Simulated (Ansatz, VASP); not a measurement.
TiTe2: VASP beside Ansatz

The input INCAR:

```
SYSTEM = TiTe2
PREC     = Accurate       ! precision mode
ENCUT    = 600            ! plane-wave cutoff, eV
EDIFF    = 1E-6           ! SCF threshold, eV
ISMEAR   = -1             ! smearing method
SIGMA    = 0.15           ! smearing width, eV
LREAL    = .False.        ! projectors in reciprocal space
LASPH    = .True.         ! aspherical terms in the spheres
NELM     = 60             ! most SCF steps
ALGO     = Normal         ! electronic algorithm
ISIF     = 3              ! what is computed and relaxed
LWAVE    = .False.        ! write WAVECAR
LCHARG   = .False.        ! write CHGCAR
GGA      = PS             ! functional
IBRION   = 2              ! ionic algorithm
NSW      = 80             ! ionic steps
EDIFFG   = -0.001         ! ionic threshold
```

File KPOINTS:

```
Automatic mesh
0
Gamma
  12 12 8
  0 0 0
```

The input POSCAR:

```
TiTe2
1.0
    3.6961233361      0.0000000000      0.0000000000
   -1.8480616680      3.2009367045      0.0000000000
    0.0000000000      0.0000000000      6.4445019150
Ti Te
1 2
Direct
    0.0000000000      0.0000000000      0.0000000000
    0.6666666667      0.3333333333      0.2673356117
    0.3333333333      0.6666666667      0.7326643883
```

Input for Ansatz:

```yaml
crystal:
  lattice:
    - [3.6961233361, 0.0, 0.0]
    - [-1.848061668, 3.2009367045, 0.0]
    - [0.0, 0.0, 6.444501915]
  atoms:
    - { symbol: Ti, position: [0.0, 0.0, 0.0] }
    - { symbol: Te, position: [0.6666666667, 0.3333333333, 0.2673356117] }
    - { symbol: Te, position: [0.3333333333, 0.6666666667, 0.7326643883] }
basis:
  ecutwfc: 420
kpoints:
  mp_grid: { grid: [12, 12, 8] }
hamiltonian:
  xc: pbesol
scf:
  occupations: { method: fermi_dirac, width: 0.15 }
output:
  forces: true
  stress: true
  eigenvalues: true
relax:
  adjacent_minimum: "off"
  f_tol: 0.001
  max_steps: 60
  cell: { stress_tol: 0.01 }
```

Alike in both runs: task relaxation of cell and atoms; functional PBEsol; k mesh 12 × 12 × 8; occupations fermi-dirac, width 0.15 eV; no spin polarisation.

|  | VASP | Ansatz |
| --- | --- | --- |
| version | VASP 6.6.1 | Ansatz 0.2.0 |
| potentials or method | VASP PAW PBE potentials, release 64 (Ti_sv, Te), cutoff 600 eV | scalar-relativistic, plane waves, PAW |
| valence electrons in the cell | 24 | 44 |

```tsv
	VASP	Ansatz	Ansatz less VASP
gap on the k mesh at the Fermi level, each at its own relaxed structure (eV)	none	none	-
relaxed volume (Å³/atom)	25.42	25.43	+0.010
relaxed cell length with the largest relative difference (Å)	6.443	6.447	+0.0037
```

VASP's potentials were made for PBE, not for PBEsol. A gap of «none» marks a metal or a gap that the smearing closes. VASP's potentials hold 24 valence electrons a cell and Ansatz's 44, so a difference there can come from the potentials and not from the codes.

Spin-orbit coupling is off throughout.
